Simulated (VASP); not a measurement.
Runs of VASP 6.6.1 on MoSe. The structure is that of space group P3m1 (No. 156), or close to it. The cells are those of the table. 

| task | cell | k mesh | cutoff (eV) | smearing | k mesh for the DOS | occupations for the DOS | gap on the mesh (eV) | pressure (GPa) | largest force (eV/Å) |
| --- | --- | --- | --- | --- | --- | --- | --- | --- | --- |
| single point | a = 3.539, b = 3.539, c = 4.459 Å, angles 90.0, 90.0, 120.0°, 2 atoms | 9 × 9 × 6 | 520 | fermi-dirac 0.05 eV | - | - | none | (d) | 5.04 |
| single point | a = 3.471, b = 3.471, c = 4.373 Å, angles 90.0, 90.0, 120.0°, 2 atoms | 9 × 9 × 6 | 520 | fermi-dirac 0.05 eV | - | - | none | 69.2 | 7.58 |
| single point | a = 3.471, b = 3.471, c = 4.373 Å, angles 90.0, 90.0, 120.0°, 2 atoms | 5 × 5 × 4 | 500 | fermi-dirac 0.03 eV | - | - | none | 68.8 | 6.49 |
| single point | a = 3.494, b = 3.494, c = 4.402 Å, angles 90.0, 90.0, 120.0°, 2 atoms | 9 × 9 × 6 | 520 | fermi-dirac 0.05 eV | - | - | none | 64.5 | 5.79 |
| single point | a = 3.471, b = 3.471, c = 4.373 Å, angles 90.0, 90.0, 120.0°, 2 atoms | 9 × 9 × 6 | 500 | fermi-dirac 0.05 eV | - | - | none | 70.1 | (a) |
| electric field gradients | a = 3.471, b = 3.471, c = 4.373 Å, angles 90.0, 90.0, 120.0°, 2 atoms | 9 × 9 × 6 | 400 | fermi-dirac 0.05 eV | - | - | none | (b) | 6.21 |
| single point | a = 3.424, b = 3.424, c = 4.314 Å, angles 90.0, 90.0, 120.0°, 2 atoms | 9 × 9 × 6 | 520 | fermi-dirac 0.05 eV | - | - | none | 82.6 | 7.10 |
| single point | a = 3.516, b = 3.516, c = 4.430 Å, angles 90.0, 90.0, 120.0°, 2 atoms | 9 × 9 × 6 | 520 | fermi-dirac 0.05 eV | - | - | none | 59.3 | 5.41 |
| single point | a = 3.400, b = 3.400, c = 4.284 Å, angles 90.0, 90.0, 120.0°, 2 atoms | 9 × 9 × 6 | 520 | fermi-dirac 0.05 eV | - | - | none | (c) | 7.59 |
| single point | a = 3.447, b = 3.447, c = 4.343 Å, angles 90.0, 90.0, 120.0°, 2 atoms | 9 × 9 × 6 | 520 | fermi-dirac 0.05 eV | - | - | none | 76.1 | 6.64 |

Alike in all rows: level PBE; potentials or basis VASP PAW PBE potentials, release 64 (Mo_sv, Se); no spin polarisation.

Q: Fill in the values left out.

A: (a) 6.20; (b) 69.7; (c) 89.7; (d) 54.6.

Caveats: some runs use coarse meshes; forces of over 1 eV/Å act on the atoms, so gaps and moduli don't describe the material at rest.

A k mesh can miss the band edges, and the runs leave out spin-orbit coupling on Mo, Se.

A gap of «none» marks levels without a gap at the run's occupations.
